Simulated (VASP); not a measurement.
Here is a VASP 6.6.1 calculation.

The input INCAR:

```
SYSTEM = WC
ALGO = Normal
EDIFF = 1E-6
ENCUT = 520
ISIF = 2
ISMEAR = -1
LASPH = .TRUE.
LCHARG = .TRUE.
LELF = .TRUE.
LREAL = .FALSE.
LVHAR = .TRUE.
LWAVE = .FALSE.
NBANDS = 16
NELM = 60
PREC = Accurate
SIGMA = 0.05
```

KPOINTS

```
k-points
0
G
  10 10 9
  0 0 0
```

File POSCAR:

```
WC
1.0
    2.9447478072      0.0000000000      0.0000000000
   -1.4723739036      2.5502264088      0.0000000000
    0.0000000000      0.0000000000      2.8739279649
W C
1 1
Direct
    0.0000000000      0.0000000000      0.0000000000
    0.6666666667      0.3333333333      0.5000000000
```

Potentials or basis: VASP PAW LDA potentials, release 64 (W_sv, C).

Command:

```console
$ cat potpaw_LDA.64/W_sv/POTCAR potpaw_LDA.64/C/POTCAR > POTCAR
$ mpirun -np 1 vasp_std > vasp.out
```

Problem. Estimate the pressure.

Solution. -21.5 GPa.

Problem. Predict the band gap on the k mesh.

Solution. Zero (band 9 reaches 11.06 eV, above the bottom of band 10 at 9.89 eV).

Stress tensor (GPa, compression positive):
```
-20.01   0.00   0.00
  0.00 -20.01   0.00
  0.00   0.00 -24.41
```

Caveat: spin-orbit coupling is left out, which moves the levels of the heavy elements.
